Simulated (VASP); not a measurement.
# InSb (Pm-3m) in VASP: notebook

InSb is run at these levels: PBE, r2SCAN; tasks: single point.

Program: VASP 6.6.1. These are calculated values, not measurements. Logs are shortened: lines on timing, memory, paths and dates and some standing lists are left out, and cuts for length are marked.

### Step 1. The cell of the first run

It takes space group Pm-3m (No. 221, cubic). Conventional cell: a = 3.799 Å, b = 3.799 Å, c = 3.799 Å, α = 90.00°, β = 90.00°, γ = 90.00°. Within 4.3 Å of In (site symmetry m-3m) lie 8 Sb at 3.29 Å and 6 In at 3.80 Å. Within 4.3 Å of Sb (site symmetry m-3m) lie 8 In at 3.29 Å and 6 Sb at 3.80 Å.

### Step 2. Single point, PBE

INCAR

```
SYSTEM = InSb
PREC = Accurate
ENCUT = 500
EDIFF = 1E-6
ISMEAR = -1
SIGMA = 0.02
LREAL = .False.
LASPH = .True.
NELM = 120
ALGO = Normal
ISIF = 2
LWAVE = .False.
LCHARG = .True.
GGA = PE
LELF = .True.
LVHAR = .True.
NBANDS = 16
GGA_COMPAT = .False.
```

KPOINTS

```
Automatic mesh
0
Gamma
  6 6 6
  0 0 0
```

POSCAR

```
InSb
1.0
    3.7989042532      0.0000000000      0.0000000000
    0.0000000000      3.7989042532      0.0000000000
    0.0000000000      0.0000000000      3.7989042532
In Sb
1 1
Direct
    0.0000000000      0.0000000000      0.0000000000
    0.5000000000      0.5000000000      0.5000000000
```

Potentials or basis: VASP PAW PBE potentials, release 64 (In_d, Sb).

On the command line:

```sh
cat potpaw_PBE.64/In_d/POTCAR potpaw_PBE.64/Sb/POTCAR > POTCAR
mpirun -np 1 vasp_std > vasp.out
```

OUTCAR:

```text
SYSTEM = InSb
   PREC = Accurate
   ENCUT = 500
   EDIFF = 1E-6
   ISMEAR = -1
   LREAL = .False.
   LASPH = .True.
   NELM = 120
   ISIF = 2
   GGA = PE

 ion  position               nearest neighbor table
   1  0.000  0.000  0.000-   2 3.29   2 3.29   2 3.29   2 3.29   2 3.29   2 3.29   2 3.29   2 3.29

   2  0.500  0.500  0.500-   1 3.29   1 3.29   1 3.29   1 3.29   1 3.29   1 3.29   1 3.29   1 3.29

  LATTYP: Found a simple cubic cell.
 ALAT       =     3.7989042532

  Lattice vectors:

 A1 = (   3.7989042532,   0.0000000000,   0.0000000000)
 A2 = (   0.0000000000,   3.7989042532,   0.0000000000)
 A3 = (   0.0000000000,   0.0000000000,   3.7989042532)

Analysis of symmetry for initial positions (statically):
=====================================================================
 Subroutine PRICEL returns:
 Original cell was already a primitive cell.

 Routine SETGRP: Setting up the symmetry group for a
 simple cubic supercell.

 Subroutine GETGRP returns: Found 48 space group operations
 (whereof 48 operations were pure point group operations)
 out of a pool of 48 trial point group operations.

The static configuration has the point symmetry O_h .

Analysis of symmetry for dynamics (positions and initial velocities):
=====================================================================
 Subroutine PRICEL returns:
 Original cell was already a primitive cell.

 Routine SETGRP: Setting up the symmetry group for a
 simple cubic supercell.

 Subroutine GETGRP returns: Found 48 space group operations
 (whereof 48 operations were pure point group operations)
 out of a pool of 48 trial point group operations.

The dynamic configuration has the point symmetry O_h .

 Subroutine INISYM returns: Found 48 space group operations
 (whereof 48 operations are pure point group operations),
 and found     1 'primitive' translations

----------------------------------------------------------------------------------------

                                     Primitive cell

  volume of cell :      54.8245

  direct lattice vectors                    reciprocal lattice vectors
     3.798904253  0.000000000  0.000000000     0.263233799  0.000000000  0.000000000
     0.000000000  3.798904253  0.000000000     0.000000000  0.263233799  0.000000000
     0.000000000  0.000000000  3.798904253     0.000000000  0.000000000  0.263233799

  length of vectors
     3.798904253  3.798904253  3.798904253     0.263233799  0.263233799  0.263233799

  position of ions in fractional coordinates (direct lattice)
     0.000000000  0.000000000  0.000000000
     0.500000000  0.500000000  0.500000000

  ion indices of the primitive-cell ions
   primitive index   ion index
                 1           1
                 2           2

----------------------------------------------------------------------------------------

 KPOINTS: Automatic mesh

Automatic generation of k-mesh.
 Grid dimensions read from file:
 generate k-points for:    6    6    6

 Generating k-lattice:

  Cartesian coordinates                     Fractional coordinates (reciprocal lattice)
     0.043872300  0.000000000  0.000000000     0.166666667  0.000000000  0.000000000
     0.000000000  0.043872300  0.000000000     0.000000000  0.166666667  0.000000000
     0.000000000  0.000000000  0.043872300     0.000000000  0.000000000  0.166666667

  Length of vectors
     0.043872300  0.043872300  0.043872300

  Shift w.r.t. Gamma in fractional coordinates (k-lattice)
     0.000000000  0.000000000  0.000000000

 Subroutine IBZKPT returns following result:
 ===========================================

 Found     20 irreducible k-points:

 Following reciprocal coordinates:
            Coordinates               Weight
  0.000000  0.000000  0.000000      1.000000
  0.166667  0.000000  0.000000      6.000000
  0.333333  0.000000  0.000000      6.000000
  0.500000  0.000000  0.000000      3.000000
  0.166667  0.166667  0.000000     12.000000
  0.333333  0.166667  0.000000     24.000000
[... 12 lines left out ...]
  0.500000  0.500000  0.333333      6.000000
  0.500000  0.500000  0.500000      1.000000
   k-points           NKPTS =     20   k-points in BZ     NKDIM =     20   number of bands    NBANDS=     16
   number of dos      NEDOS =    301   number of ions     NIONS =      2
   total plane-waves  NPLWV =  21952
   dimension x,y,z NGX =    28 NGY =   28 NGZ =   28
   dimension x,y,z NGXF=    56 NGYF=   56 NGZF=   56
   ions per type =               1   1
   NGX,Y,Z   is equivalent  to a cutoff of  12.25, 12.25, 12.25 a.u.
   NGXF,Y,Z  is equivalent  to a cutoff of  24.51, 24.51, 24.51 a.u.
 SYSTEM =  InSb
   PREC   = accura    normal or accurate (medium, high low for compatibility)
   ISTART =      0    job   : 0-new  1-cont  2-samecut
   ICHARG =      2    charge: 1-file 2-atom 10-const
   ISPIN  =      1    spin polarized calculation?
   LNONCOLLINEAR =      F non collinear calculations
   LSORBIT =      F    spin-orbit coupling
   LASPH  =      T    aspherical Exc in radial PAW
   ENCUT  =  500.0 eV  36.75 Ry    6.06 a.u.   6.93  6.93  6.93*2*pi/ulx,y,z
   NELM   =    120;   NELMIN=  2; NELMDL= -5     # of ELM steps
   EDIFF  = 0.1E-05   stopping-criterion for ELM
   LREAL  =      F    real-space projection
[... 7 lines left out ...]
   TEBEG  =    0.0;   TEEND  =   0.0 temperature during run
   PSTRESS=    0.0 pullay stress
   NELECT =      18.0000    total number of electrons
   NUPDOWN=      -1.0000    fix difference up-down
   EMIN   =  10.00;   EMAX   =-10.00  energy-range for DOS
   EFERMI =   0.00;   METHOD = LEGACY
   ISMEAR =    -1;   SIGMA  =   0.02  broadening in eV -4-tet -1-fermi 0-gaus
   EFERMI_NEDOS =   21; number of points for ismear=-14 and -15
   IALGO  =     38    algorithm
   IMIX   =      4    mixing-type and parameters
     AMIX     =   0.40;   BMIX     =  1.00
     AMIX_MAG =   1.60;   BMIX_MAG =  1.00
  volume/ion in A,a.u.               =      27.41       184.99
  Fermi-wavevector in a.u.,A,eV,Ry     =   1.129381  2.134221 17.354265  1.275502
  Thomas-Fermi vector in A             =   2.266075
   LORBIT       =      0    0 simple, 1 ext, 2 COOP (PROOUT), +10 PAW based schemes
   GGA     = PE    functional components
   LHFCALC =     F    Hartree Fock is set to
   AEXX    =    0.0000 exact exchange contribution
   IVDW    =     0    specifies the selected vdW correction
   LEPSILON=     F    determine dielectric tensor
   LRPA    =     F    only Hartree local field effects (RPA)
 non-spin polarized calculation
  energy-cutoff  :      500.00
  volume of cell :       54.82
 maximum number of plane-waves:      1409
 NGX is ok and might be reduce to    28
   NGX = 13   NGY = 13   NGZ = 13

 number of electron      17.9999988 magnetization

 Free energy of the ion-electron system (eV)
  ---------------------------------------------------
  ext. energy  EPLUGINS =         0.00000000
  ---------------------------------------------------
  free energy    TOTEN  =        -6.49030182 eV

  energy without entropy =       -6.48792982  energy(sigma->0) =       -6.48911582

 E-fermi :   7.5089     XC(G=0): -10.0909

 val. band max:        7.4879820947   @ k =   0.1667   0.1667   0.0000
 cond. band min:       7.5232241807   @ k =   0.1667   0.0000   0.0000
 fundamental gap:      0.0352420861
 Fermi energy:         7.5088913714

 k-point     1 :       0.0000    0.0000    0.0000
  band No.  band energies     occupation
      1      -7.0089      2.00000
      2      -7.0089      2.00000
      3      -6.9019      2.00000
      4      -6.9019      2.00000
      5      -6.9019      2.00000
      6      -3.8262      2.00000
[... 8 lines left out ...]
     15      15.8013      0.00000
     16      19.5980      0.00000

 k-point     2 :       0.1667    0.0000    0.0000
  band No.  band energies     occupation
      1      -7.0071      2.00000
      2      -6.9841      2.00000
      3      -6.9133      2.00000
      4      -6.9133      2.00000
      5      -6.9013      2.00000
      6      -3.5641      2.00000
[... 8 lines left out ...]
     15      14.6009      0.00000
     16      17.8410      0.00000

 k-point     3 :       0.3333    0.0000    0.0000
  band No.  band energies     occupation
      1      -7.0035      2.00000
      2      -6.9359      2.00000
      3      -6.9359      2.00000
      4      -6.9349      2.00000
      5      -6.9001      2.00000
      6      -2.8464      2.00000
[... 8 lines left out ...]
     15      15.7254      0.00000
     16      17.1768      0.00000

 k-point     4 :       0.5000    0.0000    0.0000
  band No.  band energies     occupation
      1      -7.0017      2.00000
      2      -6.9472      2.00000
      3      -6.9472      2.00000
      4      -6.9106      2.00000
      5      -6.8995      2.00000
      6      -2.2437      2.00000
[... 8 lines left out ...]
     15      14.5803      0.00000
     16      20.1963      0.00000

 k-point     5 :       0.1667    0.1667    0.0000
  band No.  band energies     occupation
      1      -6.9941      2.00000
      2      -6.9698      2.00000
      3      -6.9289      2.00000
      4      -6.9140      2.00000
      5      -6.9101      2.00000
      6      -3.2989      2.00000
[... 8 lines left out ...]
     15      15.2338      0.00000
     16      17.4860      0.00000

 k-point     6 :       0.3333    0.1667    0.0000
  band No.  band energies     occupation
      1      -6.9866      2.00000
      2      -6.9591      2.00000
      3      -6.9336      2.00000
      4      -6.9230      2.00000
      5      -6.9094      2.00000
      6      -2.5788      2.00000
[... 8 lines left out ...]
     15      17.0618      0.00000
     16      17.3690      0.00000
[... 191 lines left out ...]
 k-point    17 :       0.3333    0.3333    0.3333
  band No.  band energies     occupation
      1      -6.9912      2.00000
      2      -6.9729      2.00000
      3      -6.9729      2.00000
      4      -6.8819      2.00000
      5      -6.8819      2.00000
      6      -1.0613      2.00000
[... 8 lines left out ...]
     15      19.0865      0.00000
     16      19.0865      0.00000

 k-point    18 :       0.5000    0.3333    0.3333
  band No.  band energies     occupation
      1      -7.0026      2.00000
      2      -6.9879      2.00000
      3      -6.9710      2.00000
      4      -6.8808      2.00000
      5      -6.8539      2.00000
      6      -0.6537      2.00000
[... 8 lines left out ...]
     15      19.6180      0.00000
     16      20.5353      0.00000

 k-point    19 :       0.5000    0.5000    0.3333
  band No.  band energies     occupation
      1      -7.0138      2.00000
      2      -6.9856      2.00000
      3      -6.9856      2.00000
      4      -6.8667      2.00000
      5      -6.8387      2.00000
      6      -0.3453      2.00000
[... 8 lines left out ...]
     15      21.7514      0.00000
     16      21.7514      0.00000

 k-point    20 :       0.5000    0.5000    0.5000
  band No.  band energies     occupation
      1      -7.0022      2.00000
      2      -7.0022      2.00000
      3      -7.0022      2.00000
      4      -6.8381      2.00000
      5      -6.8381      2.00000
      6      -0.1200      2.00000
[... 8 lines left out ...]
     15      23.5272      0.00000
     16      24.1535      0.00000

------------------------ aborting loop because EDIFF is reached ----------------------------------------

  FORCE on cell =-STRESS in cart. coord.  units (eV):
  Direction    XX          YY          ZZ          XY          YZ          ZX
  --------------------------------------------------------------------------------------
  -------------------------------------------------------------------------------------
  Total       -0.0353369     -0.0353369     -0.0353369     -0.0000000     -0.0000000     -0.0000000
  in kB       -1.0326772     -1.0326772     -1.0326772     -0.0000000     -0.0000000     -0.0000000
  external PRESSURE =      -1.0326772 kB  Pullay stress =       0.0000000 kB

 VOLUME and BASIS-vectors are now :
 -----------------------------------------------------------------------------
  energy-cutoff  :      500.00
  volume of cell :       54.82
      direct lattice vectors                 reciprocal lattice vectors
     3.798904253  0.000000000  0.000000000     0.263233799  0.000000000  0.000000000
     0.000000000  3.798904253  0.000000000     0.000000000  0.263233799  0.000000000
     0.000000000  0.000000000  3.798904253     0.000000000  0.000000000  0.263233799

 POSITION                                       TOTAL-FORCE (eV/Angst)
 -----------------------------------------------------------------------------------
      0.00000      0.00000      0.00000         0.000000      0.000000      0.000000
      1.89945      1.89945      1.89945         0.000000      0.000000      0.000000
 -----------------------------------------------------------------------------------
    total drift:                               -0.000000      0.000000     -0.000000

  FREE ENERGIE OF THE ION-ELECTRON SYSTEM (eV)
  ---------------------------------------------------
  free  energy   TOTEN  =        -6.4903018183 eV

  energy  without entropy=       -6.4879298236  energy(sigma->0) =       -6.48911582
```

It took 23 s on 1 thread of Intel Xeon Platinum 8175M at 2.50GHz (Skylake/Cascade Lake), shared host; peak memory 0.16 GiB.

Results:

```yaml
Free_energy: -6.4903 eV
Pressure: -0.1 GPa
Band_gap_on_the_k_mesh: zero (bands 9 and 10 overlap by 3.32 eV)
```

Caveat: spin-orbit coupling is left out, which moves the levels of the heavy elements.

(Part 1 of 2 ends here.)
